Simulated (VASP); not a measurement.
Input of a VASP 6.6.1 run:

The input POSCAR:

```
In
1.0
   -1.6616989784      1.6616989784      2.5417921423
    1.6616989784     -1.6616989784      2.5417921423
    1.6616989784      1.6616989784     -2.5417921423
In
1
Direct
    0.0000000000      0.0000000000      0.0000000000
```

The input INCAR.step1:

```
PREC     = Accurate       # precision mode
ENCUT    = 520            # plane-wave cutoff, eV
ISMEAR   = -1             # smearing method
SIGMA    = 0.03           # smearing width, eV
LREAL    = F              # projectors in reciprocal space
LASPH    = T              # aspherical terms in the spheres
NELM     = 80             # most SCF steps
NBANDS   = 12             # bands
GGA      = PE             # functional
ALGO     = Normal         # electronic algorithm
EDIFF    = 1E-4           # SCF threshold, eV
LWAVE    = T              # write WAVECAR
LCHARG   = F              # write CHGCAR
```

INCAR.step2

```
PREC     = Accurate       # precision mode
ENCUT    = 520            # plane-wave cutoff, eV
EDIFF    = 1E-8           # SCF threshold, eV
ISMEAR   = -1             # smearing method
SIGMA    = 0.03           # smearing width, eV
LREAL    = F              # projectors in reciprocal space
LASPH    = T              # aspherical terms in the spheres
NELM     = 80             # most SCF steps
ALGO     = Normal         # electronic algorithm
ISIF     = 2              # what is computed and relaxed
LWAVE    = F              # write WAVECAR
LCHARG   = F              # write CHGCAR
METAGGA  = R2SCAN         # meta-GGA
LMIXTAU  = T            
LEFG     = T            
NBANDS   = 12             # bands
ISTART   = 1
```

Contents of KPOINTS:

```
regular mesh
0
Gamma
  14 14 14
```

Potentials or basis: VASP PAW PBE potentials, release 64 (In_d).

The run is started by

```sh
$ cat potpaw_PBE.64/In_d/POTCAR > POTCAR
$ cp INCAR.step1 INCAR
$ mpirun -np 1 vasp_std > vasp.out
$ cp INCAR.step2 INCAR
$ mpirun -np 1 vasp_std > vasp.out
```

Estimate the band gap on the k mesh.

zero (an odd number of electrons rules out a gap without spin polarisation).

Predict the pressure.

-2.4 GPa.

Stress tensor (GPa, compression positive):
```
-2.56  0.00  0.00
 0.00 -2.56  0.00
 0.00  0.00 -2.15
```

Caveat: without QUAD_EFG the Cq values of the log hold for a quadrupole moment of 1 mb, not for the nuclei; the PAW data sets were made with another functional, which shifts forces and pressure a little; spin-orbit coupling is left out, which moves the levels of the heavy elements.
